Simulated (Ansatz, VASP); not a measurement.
This is a calculation of Ru for Ansatz 0.2.0.

input.yaml

```yaml
crystal:
  lattice:
    - [2.7058, 0.0, 0.0]
    - [-1.3529, 2.3432915376, 0.0]
    - [0.0, 0.0, 4.2819]
  atoms:
    - { symbol: Ru, position: [0.6666666667, 0.3333333333, 0.75] }
    - { symbol: Ru, position: [0.3333333333, 0.6666666667, 0.25] }
hamiltonian:
  xc: revpbe
  pseudopotentials: { kind: paw }
  dispersion: d3bj
kpoints:
  mp_grid: { grid: [11, 11, 6] }
scf:
  occupations: { method: fermi_dirac, width: 0.05 }
output:
  forces: true
  stress: true
  eigenvalues: true
```

Potentials or basis: Ansatz PAW.

Command:

```bash
$ ansatz run input.yaml --threads 2 --pin off --max-ram 5120MiB --backend cpu --events-out ev --progress --plain --runs-dir out
```

Question: Translate it to VASP 6.6.1. Potentials there: VASP PAW PBE potentials, release 64 (Ru_pv).

Answer: As run (the cutoff follows the program's own potentials):

Contents of INCAR:

```
PREC = Accurate
ENCUT = 520
EDIFF = 1E-7
ISMEAR = -1
SIGMA = 0.05
LREAL = False
LASPH = True
NELM = 100
ALGO = Normal
ISIF = 2
LWAVE = False
LCHARG = False
GGA = RE
IVDW = 12
NBANDS = 21
```

KPOINTS

```
Automatic mesh
0
Gamma
  11 11 6
```

The input POSCAR:

```
Ru
1.0
    2.7058000000      0.0000000000      0.0000000000
   -1.3529000000      2.3432915376      0.0000000000
    0.0000000000      0.0000000000      4.2819000000
Ru
2
Direct
    0.6666666667      0.3333333333      0.7500000000
    0.3333333333      0.6666666667      0.2500000000
```

Potentials or basis: VASP PAW PBE potentials, release 64 (Ru_pv).

Run with:

```console
$ cat potpaw_PBE.64/Ru_pv/POTCAR > POTCAR
$ mpirun -np 1 vasp_std > vasp.out
```

Both were run:

|  | VASP | Ansatz | Ansatz less VASP |
| --- | --- | --- | --- |
| gap on the k mesh at the Fermi level (eV) | none | none | - |
| pressure (GPa) | -6.9 | -6.9 | +0.06 |

VASP's potentials were made for PBE, not for revPBE. A gap of «none» marks a metal or a gap that the smearing closes. VASP's potentials hold 28 valence electrons a cell and Ansatz's 32, so a difference there can come from the potentials and not from the codes.
